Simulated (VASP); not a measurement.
# Cu (P-1) in VASP: a series of runs

Cu is run at these levels: PBE, r2SCAN; tasks: single point.

Program: VASP 6.6.1. These are calculated values, not measurements. Logs are shortened: lines on timing, memory, paths and dates and some standing lists are left out, and cuts for length are marked.

### 1 The cell of the first run

The typed cell holds 1 atom: a = 2.479 Å, b = 2.477 Å, c = 2.450 Å, α = 108.63°, β = 107.81°, γ = 112.70°.

### 2 Single point, PBE

The input, INCAR:

```
SYSTEM = Cu
PREC = Accurate
ENCUT = 520
EDIFF = 1E-6
ISMEAR = 0
SIGMA = 0.1
LREAL = .FALSE.
LASPH = .TRUE.
NELM = 80
ALGO = Normal
ISIF = 2
LWAVE = .FALSE.
LCHARG = .FALSE.
GGA = PE
NBANDS = 12
```

The input, KPOINTS:

```
Automatic mesh
0
G
  10 10 9
  0 0 0
```

The input, POSCAR:

```
Cu
1.0
   -1.4539857600      1.4643106900      1.3739820400
    1.4487133000     -1.4679854000      1.3723068300
    1.4251542200      1.4391538600     -1.3778349000
Cu
1
Direct
    0.0000000000      0.0000000000      0.0000000000
```

Potentials or basis: VASP PAW PBE potentials, release 64 (Cu).

Run with:

```bash
$ cat potpaw_PBE.64/Cu/POTCAR > POTCAR
$ mpirun -np 1 vasp_std > vasp.out
```

OUTCAR:

```text
SYSTEM = Cu
   PREC = Accurate
   ENCUT = 520
   EDIFF = 1E-6
   ISMEAR = 0
   LREAL = .FALSE.
   LASPH = .TRUE.
   NELM = 80
   ISIF = 2
   GGA = PE

 ion  position               nearest neighbor table
   1  0.000  0.000  0.000-

  LATTYP: Found a triclinic cell.
 ALAT       =     2.4772923517
 B/A-ratio  =     2.6362230149
 C/A-ratio  =     1.1085879257
 COS(alpha) =     0.0006673352
 COS(beta)  =     0.5536229994
 COS(gamma) =     0.7922115085

  Lattice vectors:

 A1 = (  -1.4487133000,   1.4679854000,  -1.3723068300)
 A2 = (  -2.9315306000,   5.8357606400,  -0.0021776500)
 A3 = (   0.0052724600,   0.0036747100,  -2.7462888700)

Analysis of symmetry for initial positions (statically):
=====================================================================
 Subroutine PRICEL returns:
 Original cell was already a primitive cell.

 Routine SETGRP: Setting up the symmetry group for a
 triclinic supercell.

 Subroutine GETGRP returns: Found  2 space group operations
 (whereof  2 operations were pure point group operations)
 out of a pool of  2 trial point group operations.

The static configuration has the point symmetry S_2 .

Analysis of symmetry for dynamics (positions and initial velocities):
=====================================================================
 Subroutine PRICEL returns:
 Original cell was already a primitive cell.

 Routine SETGRP: Setting up the symmetry group for a
 triclinic supercell.

 Subroutine GETGRP returns: Found  2 space group operations
 (whereof  2 operations were pure point group operations)
 out of a pool of  2 trial point group operations.

The dynamic configuration has the point symmetry S_2 .

 Subroutine INISYM returns: Found  2 space group operations
 (whereof  2 operations are pure point group operations),
 and found     1 'primitive' translations

----------------------------------------------------------------------------------------

                                     Primitive cell

  volume of cell :      11.4565

  direct lattice vectors                    reciprocal lattice vectors
    -1.453985760  1.464310690  1.373982040     0.004161885  0.344941265  0.364597298
     1.448713300 -1.467985400  1.372306830     0.348704468  0.003946740  0.364802496
     1.425154220  1.439153860 -1.377834900     0.351455663  0.347907606  0.001140264

  length of vectors
     2.479134331  2.477292352  2.449623929     0.501929266  0.504669440  0.494532189

  position of ions in fractional coordinates (direct lattice)
     0.000000000  0.000000000  0.000000000

  ion indices of the primitive-cell ions
   primitive index   ion index
[... 83 lines left out ...]
   PSTRESS=    0.0 pullay stress
   NELECT =      11.0000    total number of electrons
   NUPDOWN=      -1.0000    fix difference up-down
   EMIN   =  10.00;   EMAX   =-10.00  energy-range for DOS
   EFERMI =   0.00;   METHOD = LEGACY
   ISMEAR =     0;   SIGMA  =   0.10  broadening in eV -4-tet -1-fermi 0-gaus
   EFERMI_NEDOS =   21; number of points for ismear=-14 and -15
   IALGO  =     38    algorithm
   IMIX   =      4    mixing-type and parameters
     AMIX     =   0.40;   BMIX     =  1.00
     AMIX_MAG =   1.60;   BMIX_MAG =  1.00
  volume/ion in A,a.u.               =      11.46        77.31
  Fermi-wavevector in a.u.,A,eV,Ry     =   1.615057  3.052015 35.489549  2.608408
  Thomas-Fermi vector in A             =   2.709866
   LORBIT       =      0    0 simple, 1 ext, 2 COOP (PROOUT), +10 PAW based schemes
   GGA     = PE    functional components
   LHFCALC =     F    Hartree Fock is set to
   AEXX    =    0.0000 exact exchange contribution
   IVDW    =     0    specifies the selected vdW correction
   LEPSILON=     F    determine dielectric tensor
   LRPA    =     F    only Hartree local field effects (RPA)
 non-spin polarized calculation
 Gauss-broadening in eV      SIGMA  =   0.10
  energy-cutoff  :      520.00
  volume of cell :       11.46
 maximum number of plane-waves:       325
   NGX =  9   NGY =  9   NGZ =  9

 number of electron      11.0000002 magnetization

 Free energy of the ion-electron system (eV)
  ---------------------------------------------------
  ext. energy  EPLUGINS =         0.00000000
  ---------------------------------------------------
  free energy    TOTEN  =        -3.67536760 eV

  energy without entropy =       -3.67355745  energy(sigma->0) =       -3.67446252

 E-fermi :   8.0169     XC(G=0): -12.9045

 val. band max:        8.0152344228   @ k =   0.3000  -0.3000   0.3333
 cond. band min:       8.0203388146   @ k =   0.1000   0.5000   0.4444
 fundamental gap:      0.0051043918
 Fermi energy:         8.0168705095

 k-point     1 :       0.0000    0.0000    0.0000
  band No.  band energies     occupation
      1      -1.6110      2.00000
      2       4.6296      2.00000
      3       4.7769      2.00000
      4       4.9150      2.00000
      5       5.7021      2.00000
      6       5.9232      2.00000
      7      32.3412      0.00000
      8      33.2013      0.00000
      9      34.1370      0.00000
     10      36.4941      0.00000
     11      36.6736      0.00000
     12      37.2237      0.00000
[... 331 lines left out ...]
 k-point    24 :      -0.3000    0.2000   -0.0000
  band No.  band energies     occupation
      1       0.8184      2.00000
      2       4.4526      2.00000
      3       4.4990      2.00000
      4       5.5445      2.00000
      5       5.8139      2.00000
      6       5.9447      2.00000
      7      20.9909      0.00000
      8      26.1175      0.00000
      9      29.3144      0.00000
     10      33.1632      0.00000
     11      35.9761      0.00000
     12      37.5874      0.00000

 [... further k-points ...]

------------------------ aborting loop because EDIFF is reached ----------------------------------------

  FORCE on cell =-STRESS in cart. coord.  units (eV):
  Direction    XX          YY          ZZ          XY          YZ          ZX
  --------------------------------------------------------------------------------------
  -------------------------------------------------------------------------------------
  Total        0.5543008      0.5854535      0.5516025      0.1350492     -0.0421926     -0.0429419
  in kB       77.5179419     81.8745993     77.1406005     18.8863796     -5.9005637     -6.0053436
  external PRESSURE =      78.8443806 kB  Pullay stress =       0.0000000 kB

 VOLUME and BASIS-vectors are now :
 -----------------------------------------------------------------------------
  energy-cutoff  :      520.00
  volume of cell :       11.46
      direct lattice vectors                 reciprocal lattice vectors
    -1.453985760  1.464310690  1.373982040     0.004161885  0.344941265  0.364597298
     1.448713300 -1.467985400  1.372306830     0.348704468  0.003946740  0.364802496
     1.425154220  1.439153860 -1.377834900     0.351455663  0.347907606  0.001140264

 POSITION                                       TOTAL-FORCE (eV/Angst)
 -----------------------------------------------------------------------------------
      0.00000      0.00000      0.00000         0.000000      0.000000      0.000000
 -----------------------------------------------------------------------------------
    total drift:                                0.000000      0.000000      0.000000

  FREE ENERGIE OF THE ION-ELECTRON SYSTEM (eV)
  ---------------------------------------------------
  free  energy   TOTEN  =        -3.6753675951 eV

  energy  without entropy=       -3.6735574465  energy(sigma->0) =       -3.67446252
```

OSZICAR:

```text
N       E                     dE             d eps       ncg     rms          rms(c)
DAV:   1     0.425816900345E+02    0.42582E+02   -0.54325E+03 12076   0.155E+03
DAV:   2    -0.328557865611E+01   -0.45867E+02   -0.42486E+02 11292   0.206E+02
DAV:   3    -0.457915733620E+01   -0.12936E+01   -0.12856E+01 12476   0.393E+01
DAV:   4    -0.458690276153E+01   -0.77454E-02   -0.77441E-02 12152   0.271E+00
DAV:   5    -0.458697505044E+01   -0.72289E-04   -0.72290E-04 12536   0.265E-01    0.763E+00
DAV:   6    -0.402013330488E+01    0.56684E+00   -0.13381E+01 12684   0.706E+01    0.368E+00
DAV:   7    -0.368967273872E+01    0.33046E+00   -0.20831E+00 12756   0.276E+01    0.652E-01
DAV:   8    -0.367628398836E+01    0.13389E-01   -0.56552E-03 14064   0.784E-01    0.226E-01
DAV:   9    -0.367536625212E+01    0.91774E-03   -0.53867E-03 14120   0.127E+00    0.300E-02
DAV:  10    -0.367536890136E+01   -0.26492E-05   -0.37973E-05 15884   0.104E-01    0.843E-03
DAV:  11    -0.367536750344E+01    0.13979E-05   -0.10499E-06  8696   0.208E-02    0.334E-04
DAV:  12    -0.367536759509E+01   -0.91643E-07   -0.67133E-08  5892   0.323E-03
   1 F= -.36753676E+01 E0= -.36744625E+01  d E =-.181015E-02
```

stdout:

```text
POSCAR found type information on POSCAR Cu
 POSCAR found :  1 types and       1 ions
 scaLAPACK will be used
 LDA part: xc-table for (Slater+PW92), standard interpolation
 POSCAR, INCAR and KPOINTS ok, starting setup
 FFT: planning ... GRIDC
 FFT: planning ... GRID_SOFT
 FFT: planning ... GRID
 WAVECAR not read
 entering main loop
```

Wall time 20 s (1 thread of Intel Xeon 6975P-C (Granite Rapids), shared host); peak memory 0.17 GiB.

What came out:

```
Free energy            : -3.6754 eV
Pressure               : 7.9 GPa
Band gap on the k mesh : zero (an odd number of electrons rules out a gap without spin polarisation)
```

Stress tensor (GPa, compression positive):
```
 7.75  1.89 -0.60
 1.89  8.19 -0.59
-0.60 -0.59  7.71
```

Caveat: the cell stands under pressure.

(Continued in part 2 of 4.)
